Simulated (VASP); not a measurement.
# PbS (Galena) (Fm-3m) in VASP: further runs, part 2 of 2

VASP 6.6.1. Earlier steps stand in the parts before.

## (3) Relaxation of volume and atoms at fixed shape, PBEsol

INCAR

```
SYSTEM = PbS
ALGO     = Normal         ! electronic algorithm
EDIFF    = 1E-7           ! SCF threshold, eV
EDIFFG   = -0.02          ! ionic threshold
ENCUT    = 500            ! plane-wave cutoff, eV
GGA      = PS             ! functional
GGA_COMPAT= .False.      
IBRION   = 2              ! ionic algorithm
ISIF     = 8              ! what is computed and relaxed
ISMEAR   = 0              ! smearing method
LASPH    = .True.         ! aspherical terms in the spheres
LCHARG   = .False.        ! write CHGCAR
LREAL    = .False.        ! projectors in reciprocal space
LWAVE    = .False.        ! write WAVECAR
NELM     = 120            ! most SCF steps
NELMIN   = 4            
NSW      = 80             ! ionic steps
PREC     = Accurate       ! precision mode
SIGMA    = 0.01           ! smearing width, eV
```

KPOINTS

```
k-points
0
Gamma
  5 5 5
  0 0 0
```

POSCAR

```
PbS
1.0
    0.0000000000      2.9657500000      2.9657500000
    2.9657500000      0.0000000000      2.9657500000
    2.9657500000      2.9657500000      0.0000000000
Pb S
1 1
Direct
    0.0000000000      0.0000000000      0.0000000000
    0.5000000000      0.5000000000      0.5000000000
```

Potentials or basis: VASP PAW PBE potentials, release 64 (Pb_d, S).

Command:

```console
$ cat potpaw_PBE.64/Pb_d/POTCAR potpaw_PBE.64/S/POTCAR > POTCAR
$ mpirun -np 1 vasp_std > vasp.out
```

OUTCAR:

```text
SYSTEM = PbS
   EDIFF = 1E-7
   EDIFFG = -0.02
   ENCUT = 500
   GGA = PS
   IBRION = 2
   ISIF = 8
   ISMEAR = 0
   LASPH = .True.
   LREAL = .False.
   NELM = 120
   NELMIN = 4
   NSW = 80
   PREC = Accurate

 ion  position               nearest neighbor table
   1  0.000  0.000  0.000-   2 2.97   2 2.97   2 2.97   2 2.97   2 2.97   2 2.97
   2  0.500  0.500  0.500-   1 2.97   1 2.97   1 2.97   1 2.97   1 2.97   1 2.97

  LATTYP: Found a face centered cubic cell.
 ALAT       =     5.9315000000

  Lattice vectors:

 A1 = (   0.0000000000,   2.9657500000,   2.9657500000)
 A2 = (   2.9657500000,   0.0000000000,   2.9657500000)
 A3 = (   2.9657500000,   2.9657500000,   0.0000000000)

Analysis of symmetry for initial positions (statically):
=====================================================================
 Subroutine PRICEL returns:
 Original cell was already a primitive cell.

 Routine SETGRP: Setting up the symmetry group for a
 face centered cubic supercell.

 Subroutine GETGRP returns: Found 48 space group operations
 (whereof 48 operations were pure point group operations)
 out of a pool of 48 trial point group operations.

The static configuration has the point symmetry O_h .

Analysis of symmetry for dynamics (positions and initial velocities):
=====================================================================
 Subroutine PRICEL returns:
 Original cell was already a primitive cell.
[... 152 lines left out ...]
  external PRESSURE =     -11.1624617 kB  Pullay stress =       0.0000000 kB
[... 23 lines left out ...]
--------------------------------------- Ionic step        2  -------------------------------------------

 number of electron      19.9999996 magnetization

 E-fermi :   5.6971     XC(G=0): -10.0162

 val. band max:        5.5954943889   @ k =   0.4000   0.0000   0.0000
 cond. band min:       6.8265457454   @ k =   0.4000   0.0000   0.0000
 fundamental gap:      1.2310513565
 Fermi energy:         5.6971128413

 k-point     1 :       0.0000    0.0000    0.0000
  band No.  band energies     occupation
      1     -10.7584      2.00000
      2     -10.7584      2.00000
      3     -10.7584      2.00000
      4     -10.7465      2.00000
      5     -10.7465      2.00000
      6      -7.8168      2.00000
      7       0.0234      2.00000
      8       3.7268      2.00000
      9       3.7268      2.00000
     10       3.7268      2.00000
     11      11.2738      0.00000
     12      11.2738      0.00000
     13      11.2738      0.00000
     14      12.6125      0.00000
[... 186 lines left out ...]
--------------------------------------- Ionic step        3  -------------------------------------------

 number of electron      19.9999996 magnetization

 Free energy of the ion-electron system (eV)
  ---------------------------------------------------
  ext. energy  EPLUGINS =         0.00000000
  ---------------------------------------------------
  free energy    TOTEN  =        -9.47346603 eV

  energy without entropy =       -9.47346603  energy(sigma->0) =       -9.47346603

 E-fermi :   5.6109     XC(G=0):  -9.9833

 val. band max:        5.5050274217   @ k =   0.4000   0.0000   0.0000
 cond. band min:       6.7402958566   @ k =   0.4000   0.0000   0.0000
 fundamental gap:      1.2352684349
 Fermi energy:         5.6108972560

 k-point     1 :       0.0000    0.0000    0.0000
  band No.  band energies     occupation
      1     -10.8388      2.00000
      2     -10.8388      2.00000
      3     -10.8388      2.00000
      4     -10.8267      2.00000
      5     -10.8267      2.00000
      6      -7.8451      2.00000
      7      -0.0830      2.00000
      8       3.6689      2.00000
      9       3.6689      2.00000
     10       3.6689      2.00000
     11      11.1600      0.00000
     12      11.1600      0.00000
     13      11.1600      0.00000
     14      12.5370      0.00000
[... 180 lines left out ...]
  FREE ENERGIE OF THE ION-ELECTRON SYSTEM (eV)
  ---------------------------------------------------
  free  energy   TOTEN  =        -9.4734660300 eV

  energy  without entropy=       -9.4734660300  energy(sigma->0) =       -9.47346603

 reached required accuracy - stopping structural energy minimisation
```

OSZICAR:

```text
N       E                     dE             d eps       ncg     rms          rms(c)
DAV:   1     0.154401840416E+03    0.15440E+03   -0.98597E+03   280   0.145E+03
DAV:   2     0.300757963369E+01   -0.15139E+03   -0.14809E+03   292   0.353E+02
DAV:   3    -0.954874678961E+01   -0.12556E+02   -0.12427E+02   382   0.105E+02
[... 27 lines left out ...]
DAV:   5    -0.947346663807E+01    0.14668E-05   -0.11460E-05   358   0.421E-02    0.859E-03
DAV:   6    -0.947346562827E+01    0.10098E-05   -0.14414E-06   310   0.147E-02    0.139E-03
DAV:   7    -0.947346580039E+01   -0.17212E-06   -0.14244E-07   244   0.601E-03    0.545E-04
DAV:   8    -0.947346602330E+01   -0.22290E-06   -0.31332E-08   140   0.244E-03    0.180E-04
DAV:   9    -0.947346602998E+01   -0.66827E-08   -0.64145E-09   140   0.103E-03
   3 F= -.94734660E+01 E0= -.94734660E+01  d E =-.356311E-02
```

CONTCAR:

```text
PbS
   1.00000000000000
     0.0000000000000000    2.9465601431741768    2.9465601431741768
     2.9465601431741768    0.0000000000000000    2.9465601431741768
     2.9465601431741768    2.9465601431741768    0.0000000000000000
  Pb              S
     1     1
Direct
     0.0000000000000000    0.0000000000000000    0.0000000000000000
     0.5000000000000000    0.5000000000000000    0.5000000000000000

  0.00000000E+00  0.00000000E+00  0.00000000E+00
  0.00000000E+00  0.00000000E+00  0.00000000E+00
```

Run time: 14 s. Hardware: 1 thread of Intel Xeon Platinum 8375C at 2.90GHz (Ice Lake), shared host; peak memory 0.18 GiB.

Results:

| Item | Value |
| --- | --- |
| Free energy | -9.4735 eV |
| Relaxed volume | 25.58 Å³/atom |
| Relaxed cell | a = 4.167 Å, b = 4.167 Å, c = 4.167 Å, α = 60.00°, β = 60.00°, γ = 60.00° |
| Space group after relaxing (to 0.05 Å) | Fm-3m (No. 225) |
| Energy gained by relaxing | 1.8 meV/atom |
| Ionic steps | 3 |
| Pressure after relaxing | 0.0 GPa |

Step by step:
| step | energy change (eV) | largest force (eV/Å) | pressure (GPa) | volume (Å³) |
| --- | --- | --- | --- | --- |
| 1 | 0.0000 | 0.0000 | -1.12 | 52.17 |
| 2 | -0.0031 | 0.0000 | 0.42 | 50.81 |
| 3 | -0.0036 | 0.0000 | 0.00 | 51.17 |

Final structure:
```yaml
crystal:
  lattice:
    - [0.00000, 2.94656, 2.94656]
    - [2.94656, 0.00000, 2.94656]
    - [2.94656, 2.94656, 0.00000]
  atoms:
    - { symbol: Pb, position: [0.00000, 0.00000, 0.00000] }
    - { symbol: S, position: [0.50000, 0.50000, 0.50000] }
```

Levels at points of the mesh, in eV from the Fermi level:
```csv
k point,band 8,band 9,band 10,band 11,band 12,band 13
"(0.00, 0.00, 0.00)",-1.94,-1.94,-1.94,5.55,5.55,5.55
```

Caveat: this odd mesh misses L, where the gap lies, so gap, dielectric constants and Born charges aren't listed; the PAW data sets were made with another functional, which shifts forces and pressure a little; spin-orbit coupling is left out, which moves the levels of the heavy elements.
